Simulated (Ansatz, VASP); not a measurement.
## One calculation of MgO, two programs

Contents of INCAR:

```
ALGO     = Normal         # electronic algorithm
EDIFF    = 1E-6           # SCF threshold, eV
ENCUT    = 600            # plane-wave cutoff, eV
GGA      = PE             # functional
GGA_COMPAT= False        
ISIF     = 2              # what is computed and relaxed
ISMEAR   = -5             # smearing method
LASPH    = True           # aspherical terms in the spheres
LCHARG   = False          # write CHGCAR
LREAL    = False          # projectors in reciprocal space
LWAVE    = False          # write WAVECAR
NBANDS   = 11             # bands
NELM     = 120            # most SCF steps
PREC     = Accurate       # precision mode
SIGMA    = 0.1            # smearing width, eV
```

KPOINTS

```
k-points
0
Gamma
  10 10 10
```

The input POSCAR:

```
MgO
1.0
    0.0000000000      2.1066500000      2.1066500000
    2.1066500000      0.0000000000      2.1066500000
    2.1066500000      2.1066500000      0.0000000000
Mg O
1 1
Direct
    0.0000000000      0.0000000000      0.0000000000
    0.5000000000      0.5000000000      0.5000000000
```

Input for Ansatz:

```yaml
crystal:
  lattice:
    - [0.0, 2.10665, 2.10665]
    - [2.10665, 0.0, 2.10665]
    - [2.10665, 2.10665, 0.0]
  atoms:
    - { symbol: Mg, position: [0.0, 0.0, 0.0] }
    - { symbol: O, position: [0.5, 0.5, 0.5] }
hamiltonian:
  xc: pbe
  pseudopotentials: { kind: paw }
basis:
  ecutwfc: 420
kpoints:
  mp_grid: { grid: [10, 10, 10] }
scf:
  occupations: { method: tetrahedron }
  lower_state_search: "off"
  max_iter: 70
output:
  forces: true
  stress: true
```

Alike in both runs: task single point; functional PBE; k mesh 10 × 10 × 10; occupations tetrahedron; no spin polarisation.

|  | VASP | Ansatz |
| --- | --- | --- |
| version | VASP 6.6.1 | Ansatz 0.2.0 |
| potentials or method | VASP PAW PBE potentials, release 64 (Mg, O), cutoff 600 eV | PAW, plane waves, scalar-relativistic |
| valence electrons in the cell | 8 | 16 |

```csv
,VASP,Ansatz,Ansatz less VASP
gap on the k mesh at the Fermi level (eV),4.72,4.73,+0.016
pressure (GPa),3.5,4.5,+0.99
```

VASP's potentials hold 8 valence electrons a cell and Ansatz's 16, so a difference there can come from the potentials and not from the codes. Ansatz's warnings: band table not solved further, tetrahedron derivatives may miss energy slope.
